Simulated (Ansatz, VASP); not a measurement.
# BP: VASP beside Ansatz

Contents of POSCAR:

```
BP
1.0
    0.0000000000      2.2690000000      2.2690000000
    2.2690000000      0.0000000000      2.2690000000
    2.2690000000      2.2690000000      0.0000000000
P B
1 1
Direct
    0.7500000000      0.7500000000      0.7500000000
    0.0000000000      0.0000000000      0.0000000000
```

File INCAR.step1:

```
PREC = Accurate
ENCUT = 520
EDIFF = 1E-5
ISMEAR = -1
SIGMA = 0.05
LREAL = False
LASPH = True
NELM = 60
ALGO = Normal
ISIF = 2
LWAVE = True
LCHARG = False
NBANDS = 11
GGA = PE
```

Contents of INCAR.step2:

```
PREC = Accurate
ENCUT = 520
EDIFF = 1E-6
ISMEAR = -1
SIGMA = 0.05
LREAL = False
LASPH = True
NELM = 60
ALGO = Normal
ISIF = 2
LWAVE = False
LCHARG = False
GGA = PE
LHFCALC = True
AEXX = 0.25
PRECFOCK = Normal
NBANDS = 11
ISTART = 1
```

The input KPOINTS:

```
regular mesh
0
Gamma
  6 6 6
```

Contents of input.yaml:

```yaml
crystal:
  lattice:
    - [0.0, 2.269, 2.269]
    - [2.269, 0.0, 2.269]
    - [2.269, 2.269, 0.0]
  atoms:
    - { symbol: P, position: [0.75, 0.75, 0.75] }
    - { symbol: B, position: [0.0, 0.0, 0.0] }
hamiltonian:
  xc: pbe0
  pseudopotentials: { kind: paw }
kpoints:
  mp_grid: { grid: [6, 6, 6] }
  band_path:
    path:
      - [[0.0, 0.0, 0.0], [0.5, 0.0, 0.5], [0.5, 0.25, 0.75], [0.375, 0.375, 0.75], [0.0, 0.0, 0.0], [0.5, 0.5, 0.5], [0.625, 0.25, 0.625], [0.5, 0.25, 0.75], [0.5, 0.5, 0.5], [0.375, 0.375, 0.75]]
      - [[0.625, 0.25, 0.625], [0.5, 0.0, 0.5]]
    npoints: 4
scf:
  occupations: { method: fermi_dirac, width: 0.05 }
  n_extra_bands: 6
output:
  forces: true
  stress: true
  eigenvalues: true
  fatbands: false
  write_density: true
  write_potential: true
  elf: true
  volumetric_format: npy
```

Alike in both runs: functional PBE0; k mesh 6 × 6 × 6; occupations fermi-dirac, width 0.05 eV; no spin polarisation.

|  | VASP | Ansatz |
| --- | --- | --- |
| version | VASP 6.6.1 | Ansatz 0.2.0 |
| potentials or method | VASP PAW PBE potentials, release 64 (P, B) | Ansatz PAW |
| plane-wave cutoff (eV) | 520 | 420 |
| valence electrons in the cell | 8 | 8 |
| task | single point | band structure |

Ansatz gave:

| Item | Value |
| --- | --- |
| gap on the k mesh at the Fermi level (eV) | 2.77 |
| least direct gap on the mesh (eV) | 5.03 |
| pressure (GPa) | -1.6 |

Task: What did VASP give for the same quantities?

Result: gap on the k mesh at the Fermi level (eV): 2.79; least direct gap on the mesh (eV): 5.05; pressure (GPa): -2.2.

Noted on Ansatz's run: the k mesh misses the band edges, so the gap on the mesh is wider than the one along the path.
